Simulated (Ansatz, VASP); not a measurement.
## Ti in VASP and in Ansatz

INCAR

```
SYSTEM = Ti
PREC = Accurate
ENCUT = 520
EDIFF = 1E-8
ISMEAR = -1
SIGMA = 0.05
LREAL = .False.
LASPH = .True.
NELM = 150
ALGO = Normal
ISIF = 2
LWAVE = .False.
LCHARG = .False.
MAGMOM = 0 0 0
LORBIT = 11
LSORBIT = .True.
GGA_COMPAT = .False.
LORBMOM = .True.
LMAXMIX = 4
GGA = PE
LEFG = .True.
NBANDS = 23
```

Contents of KPOINTS:

```
regular mesh
0
Gamma
  15 15 15
  0 0 0
```

Contents of POSCAR:

```
Ti
1.0
    0.0000000000      2.0300000000      2.0300000000
    2.0300000000      0.0000000000      2.0300000000
    2.0300000000      2.0300000000      0.0000000000
Ti
1
Direct
    0.0000000000      0.0000000000      0.0000000000
```

Input for Ansatz:

```yaml
crystal:
  lattice:
    - [0.0, 2.03, 2.03]
    - [2.03, 0.0, 2.03]
    - [2.03, 2.03, 0.0]
  atoms:
    - { symbol: Ti, position: [0.0, 0.0, 0.0] }
kpoints:
  mp_grid: { grid: [15, 15, 15] }
  band_path:
    path:
      - [0.0, 0.0, 0.0]
      - [0.5, 0.0, 0.5]
      - [0.625, 0.25, 0.625]
      - [0.375, 0.375, 0.75]
      - [0.0, 0.0, 0.0]
      - [0.5, 0.5, 0.5]
      - [0.5, 0.25, 0.75]
      - [0.5, 0.0, 0.5]
    npoints: 5
scf:
  occupations: { method: fermi_dirac, width: 0.05 }
hamiltonian:
  xc: pbe
  pseudopotentials: { kind: paw_fr }
output:
  forces: true
  stress: true
  eigenvalues: true
  efg: { contact_densities: true }
magnetization:
  noncollinear: true
  spin_orbit: true
```

Alike in both runs: task electric field gradients; functional PBE; k mesh 15 × 15 × 15; occupations fermi-dirac, width 0.05 eV; non-collinear spin, spin-orbit coupling.

|  | VASP | Ansatz |
| --- | --- | --- |
| version | VASP 6.6.1 | Ansatz 0.2.0 |
| potentials or method | VASP PAW PBE potentials, release 64 (Ti_sv) | PAW with Ansatz's default frozen-core files, fully relativistic files with spin-orbit coupling |
| plane-wave cutoff (eV) | 520 | 420 |
| valence electrons in the cell | 12 | 12 |

|  | VASP | Ansatz | Ansatz less VASP |
| --- | --- | --- | --- |
| pressure (GPa) | 4.1 | 4.5 | +0.33 |
